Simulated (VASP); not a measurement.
Mg2Ti3O3:

```
CELL_PARAMETERS angstrom
5.06099 0.00000 0.00000
-2.53049 4.38294 0.00000
0.00000 0.00000 4.04548
ATOMIC_POSITIONS crystal
Mg 0.00000 0.00000 0.50000
Mg 0.66667 0.33333 0.00000
Ti 0.65333 0.82667 0.00000
Ti 0.17333 0.82667 0.00000
Ti 0.17333 0.34667 0.00000
O 0.01255 0.50627 0.50000
O 0.49373 0.50627 0.50000
O 0.49373 0.98745 0.50000
```

The cell was built from a structure type or drawn by symmetry, and may not be a known phase.

```yaml
Program: VASP 6.6.1
Task: relaxation of cell and atoms
Functional: PBE
Potentials_or_basis: VASP PAW PBE potentials, release 64 (Mg, Ti_sv, O)
Cutoff: 600 eV
k_mesh: 4 × 4 × 4
Occupations: gaussian, width 0.2 eV
Spin: collinear spin
Starting_moments: "[0.0, 0.0, 1.0, 1.0, 1.0, 0.0, 0.0, 0.0] μB"
```

At the start: pressure 18.3 GPa; volume 11.22 Å³/atom.

Task: Where does the relaxation end?

Result: Over 13 steps the energy falls by 1217.8 meV/atom and the volume is 12.54 Å³/atom (+11.8 %); space group P-6m2 (No. 187, to 0.1 Å) before and after; moment 0.00 μB per cell.

Step by step:
```
step  energy change (eV)  largest force (eV/Å)  pressure (GPa)  volume (Å³)
   1              0.0000                2.2635           18.30        89.74
   2             -5.6266                2.0971           -6.80       105.64
   3             -7.0998                2.0356          -13.65       114.12
   4             -7.4453                0.9077          -22.60       128.05
   5             -7.5861                1.7675          -16.28       118.12
   6             -9.3005                1.6666            9.45        98.23
   7             -9.6839                0.4561           -1.27       103.37
   8             -9.7189                0.2179           -0.14       101.74
   9             -9.7213                0.2275            0.30       101.19
  10             -9.7300                0.1548           -0.30       101.29
  11             -9.7355                0.1969           -1.30       101.45
  12             -9.7395                0.1526           -0.93       101.08
  13             -9.7426                0.0618           -0.14       100.31
```

Final structure:
```
Mg Ti O
1.0
     6.42714    0.00000    0.00000
    -3.21357    5.56606    0.00000
     0.00000    0.00000    2.80395
Mg Ti O
2 3 3
Direct
  0.00000 0.00000 0.50000
  0.66667 0.33333 0.00000
  0.59173 0.79586 0.00000
  0.20414 0.79586 0.00000
  0.20414 0.40827 0.00000
  0.99341 0.49671 0.50000
  0.50329 0.49671 0.50000
  0.50329 0.00659 0.50000
```

Caveat: the k points lie up to 0.56 Å⁻¹ apart in the final cell; a cell axis changed by over 15 % at a fixed basis, so the end point is rough; the relaxation stopped at a loose force limit of 0.08 eV/Å, so its end isn't a converged minimum.
